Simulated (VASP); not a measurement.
# Au in VASP: notebook, part 2 of 2

VASP 6.6.1. Earlier steps stand in the parts before.

## Step 4: Single point, PBEsol (strain +0.015 along x and y, +0.015 along z)

INCAR

```
SYSTEM = Au
  PREC = Accurate
  ENCUT = 520
  EDIFF = 1E-7
  ISMEAR = 0
  SIGMA = 0.15
  LREAL = .False.
  LASPH = .True.
  NELM = 80
  ALGO = Normal
  ISIF = 2
  LWAVE = .False.
  LCHARG = .False.
  GGA = PS
  NBANDS = 12
```

KPOINTS

```
Automatic mesh
0
Gamma
  20 20 20
  0 0 0
```

POSCAR

```
Au
1.0
   -1.6821280350      1.6821280350      1.6821280350
    1.6821280350     -1.6821280350      1.6821280350
    1.6821280350      1.6821280350     -1.6821280350
Au
1
Direct
    0.0000000000      0.0000000000      0.0000000000
```

Potentials or basis: VASP PAW PBE potentials, release 64 (Au).

The run is started by

```
cat potpaw_PBE.64/Au/POTCAR > POTCAR
mpirun -np 1 vasp_std > vasp.out
```

OUTCAR:

```text
SYSTEM = Au
   PREC = Accurate
   ENCUT = 520
   EDIFF = 1E-7
   ISMEAR = 0
   LREAL = .False.
   LASPH = .True.
   NELM = 80
   ISIF = 2
   GGA = PS

 ion  position               nearest neighbor table
   1  0.000  0.000  0.000-

  LATTYP: Found a body centered cubic cell.
 ALAT       =     3.3642560700

  Lattice vectors:

 A1 = (  -1.6821280350,   1.6821280350,   1.6821280350)
 A2 = (   1.6821280350,  -1.6821280350,   1.6821280350)
 A3 = (   1.6821280350,   1.6821280350,  -1.6821280350)

Analysis of symmetry for initial positions (statically):
=====================================================================
 Subroutine PRICEL returns:
 Original cell was already a primitive cell.

 Routine SETGRP: Setting up the symmetry group for a
 body centered cubic supercell.

 Subroutine GETGRP returns: Found 48 space group operations
 (whereof 48 operations were pure point group operations)
 out of a pool of 48 trial point group operations.

The static configuration has the point symmetry O_h .

Analysis of symmetry for dynamics (positions and initial velocities):
=====================================================================
 Subroutine PRICEL returns:
 Original cell was already a primitive cell.

 Routine SETGRP: Setting up the symmetry group for a
 body centered cubic supercell.

 Subroutine GETGRP returns: Found 48 space group operations
 (whereof 48 operations were pure point group operations)
 out of a pool of 48 trial point group operations.

The dynamic configuration has the point symmetry O_h .

 Subroutine INISYM returns: Found 48 space group operations
 (whereof 48 operations are pure point group operations),
 and found     1 'primitive' translations

----------------------------------------------------------------------------------------

                                     Primitive cell

  volume of cell :      19.0387
[... 108 lines left out ...]
  volume/ion in A,a.u.               =      19.04       128.48
  Fermi-wavevector in a.u.,A,eV,Ry     =   1.363515  2.576670 25.295597  1.859174
  Thomas-Fermi vector in A             =   2.489911
   LORBIT       =      0    0 simple, 1 ext, 2 COOP (PROOUT), +10 PAW based schemes
   GGA     = PS    functional components
   LHFCALC =     F    Hartree Fock is set to
   AEXX    =    0.0000 exact exchange contribution
   IVDW    =     0    specifies the selected vdW correction
   LEPSILON=     F    determine dielectric tensor
   LRPA    =     F    only Hartree local field effects (RPA)
 non-spin polarized calculation
 Gauss-broadening in eV      SIGMA  =   0.15
  energy-cutoff  :      520.00
  volume of cell :       19.04
 maximum number of plane-waves:       532
 NGX is ok and might be reduce to    24
   NGX = 11   NGY = 11   NGZ = 11

 number of electron      11.0000002 magnetization

 Free energy of the ion-electron system (eV)
  ---------------------------------------------------
  ext. energy  EPLUGINS =         0.00000000
  ---------------------------------------------------
  free energy    TOTEN  =        -3.80577923 eV

  energy without entropy =       -3.80221345  energy(sigma->0) =       -3.80399634

 E-fermi :   7.5712     XC(G=0): -12.2394

 val. band max:        7.5454829276   @ k =  -0.4500   0.4500   0.1000
 cond. band min:       7.6104913724   @ k =   0.5000   0.5000   0.0500
 fundamental gap:      0.0650084448
 Fermi energy:         7.5711771602

 k-point     1 :       0.0000    0.0000    0.0000
  band No.  band energies     occupation
      1      -1.2537      2.00000
      2       3.2511      2.00000
      3       3.2511      2.00000
      4       3.2511      2.00000
      5       4.8824      2.00000
      6       4.8824      2.00000
      7      23.9704      0.00000
      8      23.9704      0.00000
      9      23.9704      0.00000
     10      29.8795      0.00000
     11      29.8795      0.00000
     12      29.8795      0.00000
[... 331 lines left out ...]
 k-point    24 :       0.2500    0.1000    0.0000
  band No.  band energies     occupation
      1       1.1536      2.00000
      2       2.6842      2.00000
      3       3.4209      2.00000
      4       4.5805      2.00000
      5       5.0094      2.00000
      6       5.3894      2.00000
      7      16.7963      0.00000
      8      20.6003      0.00000
      9      22.3324      0.00000
     10      26.3476      0.00000
     11      28.7332      0.00000
     12      29.4856      0.00000

 [... further k-points ...]
[... 5 lines left out ...]
  --------------------------------------------------------------------------------------
  -------------------------------------------------------------------------------------
  Total       -1.6621155     -1.6621155     -1.6621155     -0.0000000     -0.0000000     -0.0000000
  in kB     -139.8732441   -139.8732441   -139.8732441     -0.0000000     -0.0000000     -0.0000000
  external PRESSURE =    -139.8732441 kB  Pullay stress =       0.0000000 kB

 VOLUME and BASIS-vectors are now :
 -----------------------------------------------------------------------------
  energy-cutoff  :      520.00
  volume of cell :       19.04
      direct lattice vectors                 reciprocal lattice vectors
    -1.682128035  1.682128035  1.682128035     0.000000000  0.297242534  0.297242534
     1.682128035 -1.682128035  1.682128035     0.297242534  0.000000000  0.297242534
     1.682128035  1.682128035 -1.682128035     0.297242534  0.297242534  0.000000000

 POSITION                                       TOTAL-FORCE (eV/Angst)
 -----------------------------------------------------------------------------------
      0.00000      0.00000      0.00000        -0.000000      0.000000     -0.000000
 -----------------------------------------------------------------------------------
    total drift:                                0.000000      0.000000     -0.000000

  FREE ENERGIE OF THE ION-ELECTRON SYSTEM (eV)
  ---------------------------------------------------
  free  energy   TOTEN  =        -3.8057792341 eV

  energy  without entropy=       -3.8022134524  energy(sigma->0) =       -3.80399634
```

stdout:

```text
POSCAR found type information on POSCAR Au
 POSCAR found :  1 types and       1 ions
 scaLAPACK will be used
 -----------------------------------------------------------------------------
|                                                                             |
|                                                                             |
|     You enforced a specific xc type in the INCAR file but a different       |
|     I HOPE YOU KNOW WHAT YOU ARE DOING!                                     |
|                                                                             |
 -----------------------------------------------------------------------------

 LDA part: xc-table for (Slater+PW92), standard interpolation
 POSCAR, INCAR and KPOINTS ok, starting setup
 FFT: planning ... GRIDC
 FFT: planning ... GRID_SOFT
 FFT: planning ... GRID
 WAVECAR not read
 entering main loop
```

It took 13 s on 1 thread of Intel Xeon 6975P-C (Granite Rapids), shared host; peak memory 0.18 GiB.

What came out:

```yaml
Free_energy: -3.8058 eV
Pressure: -14.0 GPa
```

Caveat: the cell differs from its parent crystal (strain +0.015 along x and y, +0.015 along z); the PAW data sets were made with another functional, which shifts forces and pressure a little; spin-orbit coupling is left out, which moves the levels of the heavy elements.

## Step 5: Single point, PBEsol (strain +0.030 along x and y, -0.015 along z)

INCAR

```
SYSTEM = Au
  ALGO = Fast
  EDIFF = 1E-7
  ENCUT = 520
  GGA = PS
  ISIF = 2
  ISMEAR = 0
  LASPH = .True.
  LCHARG = .True.
  LELF = .True.
  LREAL = .False.
  LVHAR = .True.
  LWAVE = .False.
  NBANDS = 12
  NELM = 80
  PREC = Accurate
  SIGMA = 0.15
```

KPOINTS

```
k-points
0
Gamma
  20 20 20
  0 0 0
```

POSCAR

```
Au
1.0
   -1.7069870700      1.7069870700      1.6324099650
    1.7069870700     -1.7069870700      1.6324099650
    1.7069870700      1.7069870700     -1.6324099650
Au
1
Direct
    0.0000000000      0.0000000000      0.0000000000
```

The run is started by

```
cat potpaw_PBE.64/Au/POTCAR > POTCAR
mpirun -np 1 vasp_std > vasp.out
```

Run time: 39 s. Hardware: 1 thread of Intel Xeon 6975P-C (Granite Rapids), shared host; peak memory 0.26 GiB.

It converged, with:

```
Free energy : -3.8075 eV
Pressure    : -13.9 GPa
```

Stress tensor (GPa, compression positive):
```
-13.72   0.00   0.00
  0.00 -13.72   0.00
  0.00   0.00 -14.22
```

Levels at points of the mesh, in eV from the Fermi level:
```csv
k point,band 4,band 5,band 6,band 7,band 8,band 9
"(0.00, 0.00, 0.00)",-4.24,-2.86,-2.57,16.13,16.13,16.92
"(0.50, 0.00, 0.00)",-2.43,-1.43,-0.19,3.03,11.99,12.76
"(0.50, 0.50, 0.00)",-2.63,-1.47,-0.43,2.69,12.65,13.73
"(0.50, 0.50, 0.50)",-1.78,-1.70,5.70,5.70,6.93,8.31
```

Caveat: the cell differs from its parent crystal (strain +0.030 along x and y, -0.015 along z); the PAW data sets were made with another functional, which shifts forces and pressure a little; spin-orbit coupling is left out, which moves the levels of the heavy elements.

## Step 6: Summary

```tsv
cell	gap on the mesh (eV)	pressure (GPa)
a = 2.784 Å, angles 109.5°, 1 atom	none	4.5
a = 2.827 Å, angles 109.5°, 1 atom	none	-3.6
a = 2.914 Å, angles 109.5°, 1 atom	none	-14.0
a = 2.914 Å, angles 108.3, 108.3, 111.9°, 1 atom	none	-13.9
```

Alike in all rows: task single point; level PBEsol; potentials or basis VASP PAW PBE potentials, release 64 (Au); no spin polarisation; k mesh 20 × 20 × 20; cutoff (eV) 520; smearing gaussian 0.15 eV.

Caveats: the PAW data sets were made with another functional, which shifts forces and pressure a little; spin-orbit coupling is left out, which moves the levels of the heavy elements.

Absolute energies hang on the potentials; compare differences alone.
